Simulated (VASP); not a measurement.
Here is a VASP 6.6.1 calculation.

File INCAR:

```
PREC = Accurate ; ENCUT = 520
EDIFF = 1E-8 ; ISMEAR = -1
SIGMA = 0.01 ; LREAL = False
LASPH = True ; NELM = 60
ALGO = Normal ; ISIF = 2
LWAVE = False ; LCHARG = False
GGA = PS ; LEFG = True
NBANDS = 33
```

Contents of KPOINTS:

```
Automatic mesh
0
Gamma
  6 6 9
```

POSCAR

```
TaN
1.0
    5.2979091092      0.0000000000      0.0000000000
   -2.6489545546      4.5881238755      0.0000000000
    0.0000000000      0.0000000000      2.9680929261
Ta N
3 3
Direct
    0.3333333333      0.6666666667      0.5000000000
    0.6666666667      0.3333333333      0.5000000000
    0.0000000000      0.0000000000      0.0000000000
    0.3928500000      0.0000000000      0.0000000000
    0.6071500000      0.6071500000      0.0000000000
    0.0000000000      0.3928500000      0.0000000000
```

Potentials or basis: VASP PAW PBE potentials, release 64 (Ta_pv, N).

Command:

```sh
$ cat potpaw_PBE.64/Ta_pv/POTCAR potpaw_PBE.64/N/POTCAR > POTCAR
$ mpirun -np 1 vasp_std > vasp.out
```

**Question.** Estimate the band gap on the k mesh.

**Answer.** Zero (bands 24 and 25 overlap by 2.93 eV).

**Question.** What does it give for the largest force?

**Answer.** 0.211 eV/Å.

**Question.** What does it give for the pressure?

**Answer.** -19.6 GPa.

Forces on the atoms (eV/Å):
```
Ta   0.000  0.000  0.000
Ta   0.000  0.000  0.000
Ta   0.000  0.000  0.000
N   -0.211  0.000  0.000
N    0.106  0.183  0.000
N    0.106 -0.183  0.000
```

Caveat: the cell stands under tension; without QUAD_EFG the Cq values of the log hold for a quadrupole moment of 1 mb, not for the nuclei; the PAW data sets were made with another functional, which shifts forces and pressure a little; spin-orbit coupling is left out, which moves the levels of the heavy elements.
